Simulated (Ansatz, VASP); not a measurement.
# Two plane-wave programs on Zr4B

The input INCAR:

```
SYSTEM = Zr4B
ALGO = Fast
EDIFF = 1E-7
EDIFFG = -0.01
ENCUT = 600
GGA = PE
IBRION = 2
ISIF = 3
ISMEAR = 0
LASPH = .True.
LCHARG = .False.
LREAL = .False.
LWAVE = .False.
NELM = 80
NSW = 100
PREC = Accurate
SIGMA = 0.1
```

The input KPOINTS:

```
k-points
0
Gamma
  10 10 10
  0 0 0
```

File POSCAR:

```
Zr4B
1.0
   -2.9530985346      2.9530985346      2.9530985346
    2.9530985346     -2.9530985346      2.9530985346
    2.9530985346      2.9530985346     -2.9530985346
Zr B
4 1
Direct
    0.5000000000      0.5000000000      0.5000000000
    0.0000000000      0.0000000000      0.5000000000
    0.0000000000      0.5000000000      0.0000000000
    0.5000000000      0.0000000000      0.0000000000
    0.0000000000      0.0000000000      0.0000000000
```

Input for Ansatz:

```yaml
crystal:
  lattice:
    - [-2.9530985346, 2.9530985346, 2.9530985346]
    - [2.9530985346, -2.9530985346, 2.9530985346]
    - [2.9530985346, 2.9530985346, -2.9530985346]
  atoms:
    - { symbol: Zr, position: [0.5, 0.5, 0.5] }
    - { symbol: Zr, position: [0.0, 0.0, 0.5] }
    - { symbol: Zr, position: [0.0, 0.5, 0.0] }
    - { symbol: Zr, position: [0.5, 0.0, 0.0] }
    - { symbol: B, position: [0.0, 0.0, 0.0] }
basis:
  ecutwfc: 420
kpoints:
  mp_grid: { grid: [10, 10, 10] }
hamiltonian:
  xc: pbe
scf:
  occupations: { method: gaussian, width: 0.1 }
output:
  forces: true
  stress: true
  eigenvalues: true
  write_density: true
  write_potential: true
  elf: true
  volumetric_format: npy
relax:
  adjacent_minimum: "off"
  f_tol: 0.01
  max_steps: 80
  cell: { stress_tol: 0.05 }
```

Alike in both runs: task relaxation of cell and atoms; functional PBE; k mesh 10 × 10 × 10; occupations gaussian, width 0.1 eV; no spin polarisation.

|  | VASP | Ansatz |
| --- | --- | --- |
| version | VASP 6.6.1 | Ansatz 0.2.0 |
| potentials or method | VASP PAW PBE potentials, release 64 (Zr_sv, B), cutoff 600 eV | scalar-relativistic, plane waves, PAW |
| valence electrons in the cell | 51 | 51 |

```tsv
	VASP	Ansatz	Ansatz less VASP
gap on the k mesh at the Fermi level, each at its own relaxed structure (eV)	none	none	-
relaxed volume (Å³/atom)	20.60	20.60	0.000
relaxed length of the cell vector where the two differ most in proportion (Å)	5.115	5.115	0.0000
```

A gap of «none» marks a metal or a gap that the smearing closes.

Noted on VASP's run: the relaxation stopped at its first step, so nothing moved.
